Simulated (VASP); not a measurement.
# Sr (Fm-3m) in VASP: notebook

Runs on Sr. Level: PBEsol. Tasks: single point, relaxation of volume and atoms at fixed shape.

All numbers are computed with VASP 6.6.1; they aren't measurements. Logs are shortened: lines on timing, memory, paths and dates and some standing lists are left out, and cuts for length are marked.

## (1) The cell of the first run

Symmetry: Fm-3m, No. 225, cubic system. The conventional cell has a = 5.923 Å, b = 5.923 Å, c = 5.923 Å, α = 90.00°, β = 90.00°, γ = 90.00°. Within 5.5 Å of Sr (site symmetry m-3m) lie 12 Sr at 4.19 Å.

## (2) Single point, PBEsol

The input, INCAR:

```
SYSTEM = Sr
PREC = Accurate
ENCUT = 520
EDIFF = 1E-6
ISMEAR = -1
SIGMA = 0.05
LREAL = .False.
LASPH = .True.
NELM = 100
ALGO = Normal
ISIF = 2
LWAVE = .False.
LCHARG = .False.
GGA = PS
NBANDS = 11
```

The input, KPOINTS:

```
Automatic mesh
0
Gamma
  12 12 12
  0 0 0
```

The input, POSCAR:

```
Sr
1.0
    0.0000000000      2.9615859199      2.9615859199
    2.9615859199      0.0000000000      2.9615859199
    2.9615859199      2.9615859199      0.0000000000
Sr
1
Direct
    0.0000000000      0.0000000000      0.0000000000
```

Potentials or basis: VASP PAW PBE potentials, release 64 (Sr_sv).

Started as:

```
cat potpaw_PBE.64/Sr_sv/POTCAR > POTCAR
mpirun -np 1 vasp_std > vasp.out
```

OUTCAR:

```text
SYSTEM = Sr
   PREC = Accurate
   ENCUT = 520
   EDIFF = 1E-6
   ISMEAR = -1
   LREAL = .False.
   LASPH = .True.
   NELM = 100
   ISIF = 2
   GGA = PS

 ion  position               nearest neighbor table
   1  0.000  0.000  0.000-

  LATTYP: Found a face centered cubic cell.
 ALAT       =     5.9231718398

  Lattice vectors:

 A1 = (   0.0000000000,   2.9615859199,   2.9615859199)
 A2 = (   2.9615859199,   0.0000000000,   2.9615859199)
 A3 = (   2.9615859199,   2.9615859199,   0.0000000000)

Analysis of symmetry for initial positions (statically):
=====================================================================
 Subroutine PRICEL returns:
 Original cell was already a primitive cell.

 Routine SETGRP: Setting up the symmetry group for a
 face centered cubic supercell.

 Subroutine GETGRP returns: Found 48 space group operations
 (whereof 48 operations were pure point group operations)
 out of a pool of 48 trial point group operations.

The static configuration has the point symmetry O_h .

Analysis of symmetry for dynamics (positions and initial velocities):
=====================================================================
 Subroutine PRICEL returns:
 Original cell was already a primitive cell.

 Routine SETGRP: Setting up the symmetry group for a
 face centered cubic supercell.

 Subroutine GETGRP returns: Found 48 space group operations
 (whereof 48 operations were pure point group operations)
 out of a pool of 48 trial point group operations.

The dynamic configuration has the point symmetry O_h .

 Subroutine INISYM returns: Found 48 space group operations
 (whereof 48 operations are pure point group operations),
 and found     1 'primitive' translations

----------------------------------------------------------------------------------------

                                     Primitive cell

  volume of cell :      51.9521

  direct lattice vectors                    reciprocal lattice vectors
     0.000000000  2.961585920  2.961585920    -0.168828463  0.168828463  0.168828463
     2.961585920  0.000000000  2.961585920     0.168828463 -0.168828463  0.168828463
     2.961585920  2.961585920  0.000000000     0.168828463  0.168828463 -0.168828463

  length of vectors
     4.188314974  4.188314974  4.188314974     0.292419476  0.292419476  0.292419476

  position of ions in fractional coordinates (direct lattice)
     0.000000000  0.000000000  0.000000000

  ion indices of the primitive-cell ions
   primitive index   ion index
                 1           1

----------------------------------------------------------------------------------------

 KPOINTS: Automatic mesh

Automatic generation of k-mesh.
 Grid dimensions read from file:
 generate k-points for:   12   12   12

 Generating k-lattice:

  Cartesian coordinates                     Fractional coordinates (reciprocal lattice)
    -0.014069039  0.014069039  0.014069039     0.083333333  0.000000000  0.000000000
     0.014069039 -0.014069039  0.014069039     0.000000000  0.083333333  0.000000000
     0.014069039  0.014069039 -0.014069039     0.000000000  0.000000000  0.083333333

  Length of vectors
     0.024368290  0.024368290  0.024368290

  Shift w.r.t. Gamma in fractional coordinates (k-lattice)
     0.000000000  0.000000000  0.000000000

 Subroutine IBZKPT returns following result:
 ===========================================

 Found     72 irreducible k-points:

 Following reciprocal coordinates:
            Coordinates               Weight
  0.000000  0.000000  0.000000      1.000000
  0.083333  0.000000  0.000000      8.000000
  0.166667  0.000000  0.000000      8.000000
  0.250000  0.000000  0.000000      8.000000
  0.333333  0.000000  0.000000      8.000000
  0.416667  0.000000  0.000000      8.000000
[... 16 lines left out ...]
  0.500000  0.166667  0.000000     24.000000
 -0.416667  0.166667  0.000000     24.000000
 [... further k-points ...]
   k-points           NKPTS =     72   k-points in BZ     NKDIM =     72   number of bands    NBANDS=     11
   number of dos      NEDOS =    301   number of ions     NIONS =      1
   total plane-waves  NPLWV =  32768
   dimension x,y,z NGX =    32 NGY =   32 NGZ =   32
   dimension x,y,z NGXF=    64 NGYF=   64 NGZF=   64
   ions per type =               1
   NGX,Y,Z   is equivalent  to a cutoff of  12.70, 12.70, 12.70 a.u.
   NGXF,Y,Z  is equivalent  to a cutoff of  25.40, 25.40, 25.40 a.u.
 SYSTEM =  Sr
   PREC   = accura    normal or accurate (medium, high low for compatibility)
   ISTART =      0    job   : 0-new  1-cont  2-samecut
   ICHARG =      2    charge: 1-file 2-atom 10-const
   ISPIN  =      1    spin polarized calculation?
   LNONCOLLINEAR =      F non collinear calculations
   LSORBIT =      F    spin-orbit coupling
   LASPH  =      T    aspherical Exc in radial PAW
   ENCUT  =  520.0 eV  38.22 Ry    6.18 a.u.   7.79  7.79  7.79*2*pi/ulx,y,z
   NELM   =    100;   NELMIN=  2; NELMDL= -5     # of ELM steps
   EDIFF  = 0.1E-05   stopping-criterion for ELM
   LREAL  =      F    real-space projection
   EDIFFG = 0.1E-04   stopping-criterion for IOM
   NSW    =      0    number of steps for IOM
   IBRION =     -1    ionic relax: 0-MD 1-quasi-New 2-CG
   NFREE  =      0    steps in history (QN), initial steepest desc. (CG)
   ISIF   =      2    stress and relaxation
   ISYM   =      2    0-nonsym 1-usesym 2-fastsym
   POTIM  = 0.5000    time-step for ionic-motion
   TEBEG  =    0.0;   TEEND  =   0.0 temperature during run
   PSTRESS=    0.0 pullay stress
   NELECT =      10.0000    total number of electrons
   NUPDOWN=      -1.0000    fix difference up-down
   EMIN   =  10.00;   EMAX   =-10.00  energy-range for DOS
   EFERMI =   0.00;   METHOD = LEGACY
   ISMEAR =    -1;   SIGMA  =   0.05  broadening in eV -4-tet -1-fermi 0-gaus
   EFERMI_NEDOS =   21; number of points for ismear=-14 and -15
   IALGO  =     38    algorithm
   IMIX   =      4    mixing-type and parameters
     AMIX     =   0.40;   BMIX     =  1.00
     AMIX_MAG =   1.60;   BMIX_MAG =  1.00
  volume/ion in A,a.u.               =      51.95       350.59
  Fermi-wavevector in a.u.,A,eV,Ry     =   0.945237  1.786238 12.156426  0.893472
  Thomas-Fermi vector in A             =   2.073119
   LORBIT       =      0    0 simple, 1 ext, 2 COOP (PROOUT), +10 PAW based schemes
   GGA     = PS    functional components
   LHFCALC =     F    Hartree Fock is set to
   AEXX    =    0.0000 exact exchange contribution
   IVDW    =     0    specifies the selected vdW correction
   LEPSILON=     F    determine dielectric tensor
   LRPA    =     F    only Hartree local field effects (RPA)
 non-spin polarized calculation
  energy-cutoff  :      520.00
  volume of cell :       51.95
 maximum number of plane-waves:      1424
   NGX = 15   NGY = 15   NGZ = 15

 number of electron      10.0000000 magnetization

 Free energy of the ion-electron system (eV)
  ---------------------------------------------------
  ext. energy  EPLUGINS =         0.00000000
  ---------------------------------------------------
  free energy    TOTEN  =        -1.84442730 eV

  energy without entropy =       -1.83452934  energy(sigma->0) =       -1.83947832

 E-fermi :   1.6997     XC(G=0):  -7.6099

 val. band max:        1.6865307760   @ k =  -0.3333   0.3333   0.1667
 cond. band min:       1.7215126148   @ k =  -0.3333   0.3333   0.1667
 fundamental gap:      0.0349818388
 Fermi energy:         1.6996807710

 k-point     1 :       0.0000    0.0000    0.0000
  band No.  band energies     occupation
      1     -34.7354      2.00000
      2     -16.6255      2.00000
      3     -16.6255      2.00000
      4     -16.6255      2.00000
      5      -2.0552      2.00000
      6       4.0834      0.00000
      7       4.0834      0.00000
      8       4.0834      0.00000
      9       5.6521      0.00000
     10       5.6521      0.00000
     11       8.9808      0.00000

 k-point     2 :       0.0833    0.0000    0.0000
  band No.  band energies     occupation
      1     -34.7342      2.00000
      2     -16.6424      2.00000
      3     -16.6277      2.00000
      4     -16.6277      2.00000
      5      -1.9366      2.00000
      6       3.8996      0.00000
      7       4.1400      0.00000
      8       4.1400      0.00000
      9       5.5749      0.00000
     10       5.5749      0.00000
     11       9.2890      0.00000

 k-point     3 :       0.1667    0.0000    0.0000
  band No.  band energies     occupation
      1     -34.7308      2.00000
      2     -16.6880      2.00000
      3     -16.6338      2.00000
      4     -16.6338      2.00000
      5      -1.5933      2.00000
      6       3.4682      0.00000
      7       4.2503      0.00000
      8       4.2503      0.00000
      9       5.4650      0.00000
     10       5.4650      0.00000
     11       9.4810      0.00000

 k-point     4 :       0.2500    0.0000    0.0000
  band No.  band energies     occupation
      1     -34.7262      2.00000
      2     -16.7493      2.00000
      3     -16.6421      2.00000
      4     -16.6421      2.00000
      5      -1.0641      2.00000
      6       2.9677      0.00000
      7       4.2455      0.00000
      8       4.2455      0.00000
      9       5.5936      0.00000
     10       5.5936      0.00000
     11       8.7417      0.00000

 k-point     5 :       0.3333    0.0000    0.0000
  band No.  band energies     occupation
      1     -34.7215      2.00000
      2     -16.8096      2.00000
      3     -16.6503      2.00000
      4     -16.6503      2.00000
      5      -0.4209      2.00000
      6       2.4880      0.00000
      7       4.1040      0.00000
      8       4.1040      0.00000
      9       6.0217      0.00000
     10       6.0217      0.00000
     11       8.1548      0.00000

 k-point     6 :       0.4167    0.0000    0.0000
  band No.  band energies     occupation
      1     -34.7181      2.00000
      2     -16.8530      2.00000
      3     -16.6563      2.00000
      4     -16.6563      2.00000
      5       0.2059      2.00000
      6       2.0648      0.00135
      7       3.9687      0.00000
      8       3.9687      0.00000
      9       6.5265      0.00000
     10       6.5265      0.00000
     11       7.7796      0.00000

 k-point     7 :       0.5000    0.0000    0.0000
  band No.  band energies     occupation
      1     -34.7169      2.00000
      2     -16.8688      2.00000
      3     -16.6585      2.00000
      4     -16.6585      2.00000
      5       0.5225      2.00000
      6       1.8423      0.10903
      7       3.9172      0.00000
      8       3.9172      0.00000
      9       6.7728      0.00000
     10       6.7728      0.00000
     11       7.6446      0.00000

 k-point     8 :       0.0833    0.0833    0.0000
  band No.  band energies     occupation
      1     -34.7337      2.00000
      2     -16.6420      2.00000
      3     -16.6315      2.00000
      4     -16.6315      2.00000
      5      -1.8971      2.00000
      6       3.8487      0.00000
      7       4.1621      0.00000
      8       4.1621      0.00000
      9       5.3671      0.00000
     10       5.7146      0.00000
     11       9.3988      0.00000
[... 141 lines left out ...]
 k-point    19 :       0.1667    0.1667    0.0000
  band No.  band energies     occupation
      1     -34.7292      2.00000
      2     -16.6861      2.00000
      3     -16.6477      2.00000
      4     -16.6477      2.00000
      5      -1.4413      2.00000
      6       3.3304      0.00000
      7       4.4032      0.00000
      8       4.4032      0.00000
      9       4.6607      0.00000
     10       5.8929      0.00000
     11      10.4487      0.00000

 k-point    20 :       0.2500    0.1667    0.0000
  band No.  band energies     occupation
      1     -34.7258      2.00000
      2     -16.7255      2.00000
      3     -16.6580      2.00000
      4     -16.6565      2.00000
      5      -1.0496      2.00000
      6       3.0113      0.00000
      7       4.1149      0.00000
      8       4.5402      0.00000
      9       4.7922      0.00000
     10       6.0293      0.00000
     11      10.0016      0.00000

 k-point    21 :       0.3333    0.1667    0.0000
  band No.  band energies     occupation
      1     -34.7216      2.00000
      2     -16.7750      2.00000
      3     -16.6677      2.00000
      4     -16.6669      2.00000
      5      -0.4947      2.00000
      6       2.6604      0.00000
      7       3.6987      0.00000
      8       4.5390      0.00000
      9       5.2806      0.00000
     10       6.3229      0.00000
     11       9.0419      0.00000

 k-point    22 :       0.4167    0.1667    0.0000
  band No.  band energies     occupation
      1     -34.7178      2.00000
      2     -16.8183      2.00000
      3     -16.6816      2.00000
      4     -16.6722      2.00000
      5       0.1524      2.00000
      6       2.2836      0.00002
      7       3.4444      0.00000
      8       4.4230      0.00000
      9       5.8770      0.00000
     10       6.7054      0.00000
     11       8.0426      0.00000

 k-point    23 :       0.5000    0.1667    0.0000
  band No.  band energies     occupation
      1     -34.7154      2.00000
      2     -16.8440      2.00000
      3     -16.6945      2.00000
      4     -16.6723      2.00000
      5       0.7602      2.00000
      6       1.8994      0.03618
      7       3.3467      0.00000
      8       4.3070      0.00000
      9       6.4292      0.00000
     10       6.8193      0.00000
     11       7.4166      0.00000

 k-point    24 :      -0.4167    0.1667    0.0000
  band No.  band energies     occupation
      1     -34.7151      2.00000
      2     -16.8461      2.00000
      3     -16.7025      2.00000
      4     -16.6674      2.00000
      5       0.9017      2.00000
      6       1.8300      0.13753
      7       3.3047      0.00000
      8       4.2640      0.00000
      9       6.4442      0.00000
     10       6.7532      0.00000
     11       7.4878      0.00000

 [... further k-points ...]
[... 5 lines left out ...]
  --------------------------------------------------------------------------------------
  -------------------------------------------------------------------------------------
  Total        0.0026808      0.0026808      0.0026808     -0.0000000     -0.0000000      0.0000000
  in kB        0.0826758      0.0826758      0.0826758     -0.0000000     -0.0000000      0.0000000
  external PRESSURE =       0.0826758 kB  Pullay stress =       0.0000000 kB

 VOLUME and BASIS-vectors are now :
 -----------------------------------------------------------------------------
  energy-cutoff  :      520.00
  volume of cell :       51.95
      direct lattice vectors                 reciprocal lattice vectors
     0.000000000  2.961585920  2.961585920    -0.168828463  0.168828463  0.168828463
     2.961585920  0.000000000  2.961585920     0.168828463 -0.168828463  0.168828463
     2.961585920  2.961585920  0.000000000     0.168828463  0.168828463 -0.168828463

 POSITION                                       TOTAL-FORCE (eV/Angst)
 -----------------------------------------------------------------------------------
      0.00000      0.00000      0.00000         0.000000      0.000000     -0.000000
 -----------------------------------------------------------------------------------
    total drift:                                0.000000      0.000000      0.000000

  FREE ENERGIE OF THE ION-ELECTRON SYSTEM (eV)
  ---------------------------------------------------
  free  energy   TOTEN  =        -1.8444272971 eV

  energy  without entropy=       -1.8345293442  energy(sigma->0) =       -1.83947832
```

Wall time 9.6 s (1 thread of Intel Xeon 6975P-C (Granite Rapids), shared host); peak memory 0.19 GiB.

What came out:

```yaml
Free_energy: -1.8444 eV
Pressure: 0.0 GPa
Band_gap_on_the_k_mesh: zero (filled and empty bands overlap)
```

Caveat: the PAW data sets were made with another functional, which shifts forces and pressure a little.

## (3) Relaxation of volume and atoms at fixed shape, PBEsol

This run uses another cell than the first one, of 56.32 Å³/atom, 1.084 times its volume.

The input, INCAR:

```
SYSTEM = Sr
PREC     = Accurate       ! precision mode
ENCUT    = 600            ! plane-wave cutoff, eV
EDIFF    = 1E-6           ! SCF threshold, eV
ISMEAR   = -1             ! smearing method
SIGMA    = 0.05           ! smearing width, eV
LREAL    = .FALSE.        ! projectors in reciprocal space
LASPH    = .TRUE.         ! aspherical terms in the spheres
NELM     = 60             ! most SCF steps
ALGO     = Normal         ! electronic algorithm
ISIF     = 8              ! what is computed and relaxed
LWAVE    = .FALSE.        ! write WAVECAR
LCHARG   = .FALSE.        ! write CHGCAR
GGA      = PS             ! functional
IBRION   = 2              ! ionic algorithm
NSW      = 60             ! ionic steps
EDIFFG   = -0.01          ! ionic threshold
```

The input, KPOINTS:

```
regular mesh
0
G
  12 12 12
  0 0 0
```

The input, POSCAR:

```
Sr
1.0
    0.0000000000      3.0423500000      3.0423500000
    3.0423500000      0.0000000000      3.0423500000
    3.0423500000      3.0423500000      0.0000000000
Sr
1
Direct
    0.0000000000      0.0000000000      0.0000000000
```

Potentials or basis: VASP PAW PBE potentials, release 64 (Sr_sv).

Started as:

```
cat potpaw_PBE.64/Sr_sv/POTCAR > POTCAR
mpirun -np 1 vasp_std > vasp.out
```

Wall time 40 s (1 thread of Intel Xeon 6975P-C (Granite Rapids), shared host); peak memory 0.23 GiB.

Results (log left out):

| Quantity | Value |
| --- | --- |
| Free energy | -1.8444 eV |
| Relaxed volume | 51.97 Å³/atom |
| Relaxed cell | a = 4.189 Å, b = 4.189 Å, c = 4.189 Å, α = 60.00°, β = 60.00°, γ = 60.00° |
| Space group after relaxing (to 0.05 Å) | Fm-3m (No. 225) |
| Energy gained by relaxing | 12.4 meV/atom |
| Ionic steps | 4 |
| Pressure after relaxing | 0.0 GPa |
| Band gap on the k mesh | zero (filled and empty bands overlap) |

Step by step:
```csv
step,energy change (eV),largest force (eV/Å),pressure (GPa),volume (Å³)
1,0.0000,0.0000,-0.87,56.32
2,-0.0099,0.0000,-0.42,53.86
3,-0.0124,0.0000,0.04,51.81
4,-0.0124,0.0000,0.00,51.97
```

Final structure:
```
Sr
1.0
     0.00000    2.96190    2.96190
     2.96190    0.00000    2.96190
     2.96190    2.96190    0.00000
Sr
1
Direct
  0.00000 0.00000 0.00000
```

Levels at points of the mesh, in eV from the Fermi level:
```csv
k point,band 3,band 4,band 5,band 6,band 7,band 8
"(0.00, 0.00, 0.00)",-18.33,-18.33,-3.75,2.38,2.38,2.38
"(0.50, 0.00, 0.00)",-18.36,-18.36,-1.18,0.14,2.22,2.22
"(0.50, 0.50, 0.00)",-18.41,-18.41,-0.72,0.28,1.18,5.08
```

Caveat: the PAW data sets were made with another functional, which shifts forces and pressure a little.
